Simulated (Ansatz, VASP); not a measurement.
B4Cl3 in VASP and in Ansatz

```
B Cl
1.0
     5.40127    0.00000    0.00000
    -2.70064    4.67764    0.00000
     0.00000    0.00000    5.10078
B Cl
4 3
Cartesian
  0.0000 3.1184 3.3123
  0.0000 3.1184 1.7884
  2.7006 1.5592 1.7884
  2.7006 1.5592 3.3123
  0.0000 3.1184 0.0000
  2.7006 1.5592 0.0000
  0.0000 0.0000 0.0000
```

Alike in both runs: task relaxation of cell and atoms; functional PBE; k mesh 9 × 9 × 8; occupations gaussian, width 0.1 eV; no spin polarisation.

```csv
,VASP,Ansatz
version,VASP 6.6.1,Ansatz 0.2.0
potentials or method,"VASP PAW PBE potentials, release 64 (B, Cl), cutoff 600 eV","scalar-relativistic, plane waves, PAW"
valence electrons in the cell,33,33
```

|  | VASP | Ansatz | Ansatz less VASP |
| --- | --- | --- | --- |
| gap on the k mesh at the Fermi level, each at its own relaxed structure (eV) | none | none | - |
| relaxed volume (Å³/atom) | 18.38 | 18.45 | +0.070 |
| relaxed cell length with the largest relative difference (Å) | 5.088 | 5.096 | +0.0078 |

A gap of «none» marks a metal or a gap that the smearing closes.
